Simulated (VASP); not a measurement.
GaGe, 2 atoms in the cell. It takes space group F-43m (No. 216, cubic). Conventional cell: a = 5.757 Å, b = 5.757 Å, c = 5.757 Å, α = 90.00°, β = 90.00°, γ = 90.00°. Within 3.3 Å of Ge (site symmetry -43m) lie 4 Ga at 2.49 Å. Ga (site symmetry -43m) has 4 Ge at 2.49 Å within 3.3 Å. 

* Program: VASP 6.6.1
* Task: single point
* Functional: PBE0
* Potentials or basis: VASP PAW PBE potentials, release 64 (Ge_d, Ga_d)
* Cutoff: 520 eV
* k mesh: 4 × 4 × 4
* Occupations: fermi-dirac, width 0.05 eV
* Spin: no spin polarisation
* Dipole correction: no
* Grid for exact exchange (PRECFOCK): Normal
* Further INCAR settings: ALGO = Normal; EDIFF = 1e-06; NBANDS = 20

Potentials or basis: VASP PAW PBE potentials, release 64 (Ge_d, Ga_d).

Run with:

```sh
$ cat potpaw_PBE.64/Ge_d/POTCAR potpaw_PBE.64/Ga_d/POTCAR > POTCAR
$ cp INCAR.step1 INCAR
$ mpirun -np 1 vasp_std > vasp.out
$ cp INCAR.step2 INCAR
$ mpirun -np 1 vasp_std > vasp.out
```

Hardware: 1 thread of Intel Xeon 6975P-C (shared host).

**Question.** Estimate the wall time of this run.

**Answer.** Wall time 13 min on 1 thread of Intel Xeon 6975P-C, with other jobs on the host, peak memory 0.19 GiB. Counts: k points 8.
